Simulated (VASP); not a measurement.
MgS, 2 atoms in the cell. It takes space group F-43m (No. 216, cubic). The conventional cell has a = 5.577 Å, b = 5.577 Å, c = 5.577 Å, α = 90.00°, β = 90.00°, γ = 90.00°. Mg (site symmetry -43m) has 4 S at 2.41 Å within 3.2 Å. Within 3.2 Å of S (site symmetry -43m) lie 4 Mg at 2.41 Å.  This cell differs from its parent crystal: strain -1.5%.

- Program: VASP 6.6.1
- Task: single point
- Functional: HSE06
- Potentials or basis: VASP PAW PBE potentials, release 64 (Mg, S)
- Cutoff: 520 eV
- k mesh: 6 × 6 × 6
- Occupations: gaussian, width 0.01 eV
- Spin: no spin polarisation
- Dipole correction: no
- Grid for exact exchange (PRECFOCK): Normal
- Further INCAR settings: ALGO = Normal; EDIFF = 1e-06; NBANDS = 11
- Screening parameter: 0.2079 1/Å

Potentials or basis: VASP PAW PBE potentials, release 64 (Mg, S).

Launch:

```sh
$ cat potpaw_PBE.64/Mg/POTCAR potpaw_PBE.64/S/POTCAR > POTCAR
$ cp INCAR.step1 INCAR
$ mpirun -np 1 vasp_std > vasp.out
$ cp INCAR.step2 INCAR
$ mpirun -np 1 vasp_std > vasp.out
```

Hardware: 1 thread of Intel Xeon 6975P-C, with other jobs on the host.

Question: How long does it take, and how much memory?

Answer: It took 11 min on 1 thread of Intel Xeon 6975P-C, on a shared host, peak memory 0.29 GiB. Counts: k points 16.
